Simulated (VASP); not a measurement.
# Al2O3 (R-3c) in VASP: a series of runs, part 2 of 2

VASP 6.6.1.

**5. Single point, PBE**

This run uses another cell than the first one, of 8.49 Å³/atom, 1.031 times its volume.

INCAR

```
ALGO = Normal ; EDIFF = 1E-7
ENCUT = 520 ; GGA = PE
ISIF = 2 ; ISMEAR = -1
LASPH = T ; LCHARG = F
LREAL = F ; LWAVE = F
NBANDS = 35 ; NELM = 80
PREC = Accurate ; SIGMA = 0.02
```

KPOINTS

```
k-points
0
Gamma
  6 6 6
```

POSCAR

```
Al2O3
1.0
    2.3793614130      1.3737249523      4.3315939886
   -2.3793614130      1.3737249523      4.3315939886
    0.0000000000     -2.7474499046      4.3315939886
Al O
4 6
Direct
    0.8519115234      0.8519115234      0.8519115234
    0.3519115234      0.3519115234      0.3519115234
    0.1480884766      0.1480884766      0.1480884766
    0.6480884766      0.6480884766      0.6480884766
    0.4436339008      0.0563660992      0.7500000000
    0.0563660992      0.7500000000      0.4436339008
    0.5563660992      0.9436339008      0.2500000000
    0.2500000000      0.5563660992      0.9436339008
    0.9436339008      0.2500000000      0.5563660992
    0.7500000000      0.4436339008      0.0563660992
```

Potentials or basis: VASP PAW PBE potentials, release 64 (Al, O).

The run is started by

```bash
cat potpaw_PBE.64/Al/POTCAR potpaw_PBE.64/O/POTCAR > POTCAR
mpirun -np 1 vasp_std > vasp.out
```

OUTCAR:

```text
EDIFF = 1E-7
   ENCUT = 520
   GGA = PE
   ISIF = 2
   ISMEAR = -1
   LASPH = T
   LREAL = F
   NELM = 80
   PREC = Accurate

 ion  position               nearest neighbor table
   1  0.852  0.852  0.852-   8 1.86   7 1.86   9 1.86   5 1.97   6 1.97  10 1.97   4 2.65   3 2.79
                             3 2.79   3 2.79   4 3.22   4 3.22   4 3.22
   2  0.352  0.352  0.352-   6 1.86   5 1.86  10 1.86   7 1.97   9 1.97   8 1.97   3 2.65   4 2.79
                             4 2.79   4 2.79   3 3.22   3 3.22   3 3.22
   3  0.148  0.148  0.148-  10 1.86   5 1.86   6 1.86   7 1.97   9 1.97   8 1.97   2 2.65   1 2.79
                             1 2.79   1 2.79   2 3.22   2 3.22   2 3.22
   4  0.648  0.648  0.648-   9 1.86   7 1.86   8 1.86   5 1.97   6 1.97  10 1.97   1 2.65   2 2.79
                             2 2.79   2 2.79   1 3.22   1 3.22   1 3.22
   5  0.444  0.056  0.750-   2 1.86   3 1.86   1 1.97   4 1.97
   6  0.056  0.750  0.444-   2 1.86   3 1.86   1 1.97   4 1.97
   7  0.556  0.944  0.250-   1 1.86   4 1.86   3 1.97   2 1.97
   8  0.250  0.556  0.944-   1 1.86   4 1.86   3 1.97   2 1.97
   9  0.944  0.250  0.556-   4 1.86   1 1.86   3 1.97   2 1.97
  10  0.750  0.444  0.056-   3 1.86   2 1.86   1 1.97   4 1.97

[... 210 lines left out ...]
  band No.  band energies     occupation
      1     -13.1051      2.00000
      2     -10.7700      2.00000
      3     -10.4861      2.00000
      4     -10.4861      2.00000
      5     -10.1682      2.00000
      6     -10.1682      2.00000
[... 901 lines left out ...]
     34      19.5806      0.00000
     35      19.7261      0.00000

 [... further k-points ...]
[... 5 lines left out ...]
  --------------------------------------------------------------------------------------
  -------------------------------------------------------------------------------------
  Total        4.0317372      4.0317372      3.7353104      0.0000000      0.0000000     -0.0000000
  in kB       76.0402612     76.0402612     70.4495281      0.0000000      0.0000000     -0.0000000
  external PRESSURE =      74.1766835 kB  Pullay stress =       0.0000000 kB

 VOLUME and BASIS-vectors are now :
 -----------------------------------------------------------------------------
  energy-cutoff  :      520.00
  volume of cell :       84.95
      direct lattice vectors                 reciprocal lattice vectors
     2.379361413  1.373724952  4.331593989     0.210140417  0.121324626  0.076953965
    -2.379361413  1.373724952  4.331593989    -0.210140417  0.121324626  0.076953965
     0.000000000 -2.747449905  4.331593989     0.000000000 -0.242649253  0.076953965

 POSITION                                       TOTAL-FORCE (eV/Angst)
 -----------------------------------------------------------------------------------
      0.00000      0.00000     11.07040         0.000000     -0.000000      0.034132
      0.00000      0.00000      4.57301         0.000000     -0.000000      0.034132
      0.00000      0.00000      1.92438         0.000000     -0.000000     -0.034132
      0.00000      0.00000      8.42177         0.000000     -0.000000     -0.034132
      0.92145     -1.37372      5.41449        -0.020112     -0.000000      0.000000
     -1.65041     -0.11114      5.41449         0.010056      0.017417      0.000000
     -0.92145      1.37372      7.58029         0.020112     -0.000000      0.000000
     -0.72896     -1.48486      7.58029        -0.010056      0.017417      0.000000
      1.65041      0.11114      7.58029        -0.010056     -0.017417      0.000000
      0.72896      1.48486      5.41449         0.010056     -0.017417      0.000000
 -----------------------------------------------------------------------------------
    total drift:                                0.000000     -0.000000     -0.000000

  FREE ENERGIE OF THE ION-ELECTRON SYSTEM (eV)
  ---------------------------------------------------
  free  energy   TOTEN  =       -74.7490311872 eV

  energy  without entropy=      -74.7490311872  energy(sigma->0) =      -74.74903119
```

OSZICAR:

```text
N       E                     dE             d eps       ncg     rms          rms(c)
DAV:   1     0.222914575970E+03    0.22291E+03   -0.25436E+04  2240   0.131E+03
DAV:   2    -0.703447311339E+02   -0.29326E+03   -0.28354E+03  2881   0.286E+02
DAV:   3    -0.827134414860E+02   -0.12369E+02   -0.12324E+02  2887   0.597E+01
DAV:   4    -0.828090817865E+02   -0.95640E-01   -0.95581E-01  2808   0.603E+00
DAV:   5    -0.828102551577E+02   -0.11734E-02   -0.11732E-02  2801   0.666E-01    0.176E+01
DAV:   6    -0.746813802658E+02    0.81289E+01   -0.28229E+01  2713   0.284E+01    0.597E+00
DAV:   7    -0.747254488571E+02   -0.44069E-01   -0.90203E-01  2701   0.464E+00    0.329E+00
DAV:   8    -0.747447809759E+02   -0.19332E-01   -0.87985E-02  2677   0.226E+00    0.692E-01
DAV:   9    -0.747484231186E+02   -0.36421E-02   -0.23125E-02  2912   0.819E-01    0.317E-01
DAV:  10    -0.747490618726E+02   -0.63875E-03   -0.78192E-04  2474   0.167E-01    0.760E-02
DAV:  11    -0.747490286473E+02    0.33225E-04   -0.35805E-04  2832   0.108E-01    0.229E-02
DAV:  12    -0.747490317199E+02   -0.30726E-05   -0.19479E-05  2565   0.265E-02    0.575E-03
DAV:  13    -0.747490312250E+02    0.49487E-06   -0.31758E-06  2888   0.986E-03    0.124E-03
DAV:  14    -0.747490311194E+02    0.10553E-06   -0.17150E-07  2008   0.252E-03    0.646E-04
DAV:  15    -0.747490311872E+02   -0.67736E-07   -0.12400E-08  1520   0.729E-04
   1 F= -.74749031E+02 E0= -.74749031E+02  d E =-.348336E-11
```

Run time: 1.9 min. Hardware: 1 thread of Intel Xeon Platinum 8488C (Sapphire Rapids), shared host; peak memory 0.25 GiB.

Results:

- Free energy: -74.7490 eV
- Pressure: 7.4 GPa
- Largest force: 0.034 eV/Å
- Band gap on the k mesh: 6.24 eV, direct

Forces on the atoms (eV/Å):
```
Al   0.000  0.000  0.034
Al   0.000  0.000  0.034
Al   0.000  0.000 -0.034
Al   0.000  0.000 -0.034
O   -0.020  0.000  0.000
O    0.010  0.017  0.000
O    0.020  0.000  0.000
O   -0.010  0.017  0.000
O   -0.010 -0.017  0.000
O    0.010 -0.017  0.000
```

Levels at points of the mesh, in eV from the valence-band top:
| k point | band 20 | band 21 | band 22 | band 23 | band 24 | band 25 | band 26 | band 27 | band 28 | band 29 |
| --- | --- | --- | --- | --- | --- | --- | --- | --- | --- | --- |
| (0.00, 0.00, 0.00) | -0.49 | -0.49 | -0.03 | -0.03 | 0.00 | 6.24 | 9.15 | 10.76 | 11.53 | 11.53 |
| (0.50, 0.00, 0.00) | -1.32 | -0.90 | -0.90 | -0.27 | -0.27 | 9.49 | 9.49 | 9.66 | 9.66 | 11.80 |
| (0.50, 0.50, 0.00) | -1.29 | -1.01 | -0.91 | -0.74 | -0.25 | 9.65 | 9.73 | 9.96 | 10.43 | 11.17 |
| (0.50, 0.50, 0.50) | -2.00 | -0.37 | -0.37 | -0.37 | -0.37 | 8.69 | 8.69 | 11.12 | 11.12 | 12.51 |

A k mesh can miss the band edges.

**6. Single point, PBE (uniaxial z strain +1.0%)**

INCAR

```
SYSTEM = Al2O3
  PREC = Accurate
  ENCUT = 520
  EDIFF = 1E-7
  ISMEAR = -1
  SIGMA = 0.02
  LREAL = .False.
  LASPH = .True.
  NELM = 80
  ALGO = Normal
  ISIF = 2
  LWAVE = .False.
  LCHARG = .True.
  GGA = PE
  LELF = .True.
  LVHAR = .True.
  NBANDS = 35
```

KPOINTS

```
regular mesh
0
Gamma
  6 6 6
  0 0 0
```

POSCAR

```
Al2O3
1.0
    2.3793614130      1.3737249524      4.3749099284
   -2.3793614130      1.3737249524      4.3749099284
    0.0000000000     -2.7474499045      4.3749099285
Al O
4 6
Direct
    0.8516320326      0.8516320326      0.8516320326
    0.3516320326      0.3516320326      0.3516320326
    0.1483679674      0.1483679674      0.1483679674
    0.6483679674      0.6483679674      0.6483679674
    0.4434604774      0.0565395226      0.7500000000
    0.0565395226      0.7500000000      0.4434604774
    0.5565395226      0.9434604774      0.2500000000
    0.2500000000      0.5565395226      0.9434604774
    0.9434604774      0.2500000000      0.5565395226
    0.7500000000      0.4434604774      0.0565395226
```

Potentials or basis: VASP PAW PBE potentials, release 64 (Al, O).

The run is started by

```bash
cat potpaw_PBE.64/Al/POTCAR potpaw_PBE.64/O/POTCAR > POTCAR
mpirun -np 1 vasp_std > vasp.out
```

Run time: 1.8 min. Hardware: 1 thread of Intel Xeon Platinum 8488C (Sapphire Rapids), shared host; peak memory 0.25 GiB.

The run converged. Its results:

- Free energy: -74.7745 eV
- Pressure: 5.0 GPa
- Largest force: 0.029 eV/Å
- Band gap on the k mesh: 6.13 eV, direct

Forces on the atoms (eV/Å):
```
Al   0.000  0.000  0.029
Al   0.000  0.000  0.029
Al   0.000  0.000 -0.029
Al   0.000  0.000 -0.029
O   -0.020  0.000  0.000
O    0.010  0.017  0.000
O    0.020  0.000  0.000
O   -0.010  0.017  0.000
O   -0.010 -0.017  0.000
O    0.010 -0.017  0.000
```

Stress tensor (GPa, compression positive):
```
6.34 0.00 0.00
0.00 6.34 0.00
0.00 0.00 2.20
```

Levels at points of the mesh, in eV from the valence-band top:
| k point | band 21 | band 22 | band 23 | band 24 | band 25 | band 26 | band 27 | band 28 |
| --- | --- | --- | --- | --- | --- | --- | --- | --- |
| (0.00, 0.00, 0.00) | -0.46 | -0.06 | 0.00 | 0.00 | 6.13 | 9.15 | 10.62 | 11.33 |
| (0.50, 0.00, 0.00) | -0.88 | -0.88 | -0.28 | -0.28 | 9.38 | 9.38 | 9.54 | 9.54 |
| (0.50, 0.50, 0.00) | -0.98 | -0.87 | -0.76 | -0.25 | 9.57 | 9.70 | 9.88 | 10.35 |
| (0.50, 0.50, 0.50) | -0.33 | -0.33 | -0.33 | -0.33 | 8.63 | 8.63 | 11.04 | 11.04 |

Caveat: the cell differs from its parent crystal (uniaxial z strain +1.0%).

**7. Summary**

| cell | gap on the mesh (eV) | pressure (GPa) | largest force (eV/Å) |
| --- | --- | --- | --- |
| a = 5.020 Å, angles 56.6°, 10 atoms | 6.34 | 15.6 | 0.05 |
| a = 5.056 Å, angles 56.1°, 10 atoms | 6.32 | 12.7 | 0.05 |
| a = 5.093 Å, angles 55.7°, 10 atoms | 6.28 | 10.0 | 0.04 |
| a = 5.129 Å, angles 55.3°, 10 atoms | 6.24 | 7.4 | 0.03 |
| a = 5.166 Å, angles 54.8°, 10 atoms | 6.13 | 5.0 | 0.03 |

Alike in all rows: task single point; level PBE; potentials or basis VASP PAW PBE potentials, release 64 (Al, O); no spin polarisation; k mesh 6 × 6 × 6; cutoff (eV) 520; smearing fermi-dirac 0.02 eV.

Absolute energies hang on the potentials; compare differences alone.
